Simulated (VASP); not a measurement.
A run of VASP 6.6.1 is set up as follows.

Contents of INCAR:

```
SYSTEM = AgCl
PREC     = Accurate       ! precision mode
ENCUT    = 520            ! plane-wave cutoff, eV
EDIFF    = 1E-6           ! SCF threshold, eV
ISMEAR   = 0              ! smearing method
SIGMA    = 0.01           ! smearing width, eV
LREAL    = .FALSE.        ! projectors in reciprocal space
LASPH    = .TRUE.         ! aspherical terms in the spheres
NELM     = 80             ! most SCF steps
ALGO     = Normal         ! electronic algorithm
ISIF     = 2              ! what is computed and relaxed
LWAVE    = .FALSE.        ! write WAVECAR
LCHARG   = .FALSE.        ! write CHGCAR
GGA      = CA             ! functional
NBANDS   = 16             ! bands
```

The input KPOINTS:

```
regular mesh
0
G
  10 10 10
  0 0 0
```

Contents of POSCAR:

```
AgCl
1.0
    0.0000000000      2.5892489768      2.5892489768
    2.5892489768      0.0000000000      2.5892489768
    2.5892489768      2.5892489768      0.0000000000
Ag Cl
1 1
Direct
    0.5000000000      0.5000000000      0.5000000000
    0.0000000000      0.0000000000      0.0000000000
```

Potentials or basis: VASP PAW LDA potentials, release 64 (Ag, Cl).

Command:

```sh
$ cat potpaw_LDA.64/Ag/POTCAR potpaw_LDA.64/Cl/POTCAR > POTCAR
$ mpirun -np 1 vasp_std > vasp.out
```

(1) Predict the band gap on the k mesh.

(2) Estimate the pressure.

## Answers

(1) 0.73 eV, indirect (least direct gap 3.34 eV).

(2) 9.1 GPa.
